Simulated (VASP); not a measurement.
Write the native input for VASP 6.6.1 that does the following.

```
Task                   : single point
Functional             : LDA
Potentials or basis    : VASP PAW LDA potentials, release 64 (B, N)
Cutoff                 : 600 eV
k mesh                 : 15 × 15 × 15
Occupations            : fermi-dirac, width 0.1 eV
Spin                   : no spin polarisation
Dipole correction      : no
Further INCAR settings : ALGO = Normal; EDIFF = 1e-06; NBANDS = 11
```

The structure of BN (zincblende type) lies in POSCAR:

```
BN
1.0
    0.0000000000      1.6619746047      1.6619746047
    1.6619746047      0.0000000000      1.6619746047
    1.6619746047      1.6619746047      0.0000000000
B N
1 1
Direct
    0.0000000000      0.0000000000      0.0000000000
    0.2500000000      0.2500000000      0.2500000000
```

This cell differs from its parent crystal: volume scaled by 0.8.

One way to write it, as run:

INCAR

```
PREC = Accurate
ENCUT = 600
EDIFF = 1E-6
ISMEAR = -1
SIGMA = 0.1
LREAL = F
LASPH = T
NELM = 120
ALGO = Normal
ISIF = 2
LWAVE = F
LCHARG = F
NBANDS = 11
GGA_COMPAT = F
```

KPOINTS

```
regular mesh
0
Gamma
  15 15 15
```

Potentials or basis: VASP PAW LDA potentials, release 64 (B, N).

The run is started by

```sh
$ cat potpaw_LDA.64/B/POTCAR potpaw_LDA.64/N/POTCAR > POTCAR
$ mpirun -np 1 vasp_std > vasp.out
```

Results of the run:

```yaml
Pressure: 135.6 GPa
Band_gap_on_the_k_mesh: 4.68 eV, indirect (least direct gap 9.88 eV)
```

Run time: 17 s on 1 thread of AMD EPYC 9R45, on a shared host, peak memory 0.09 GiB.
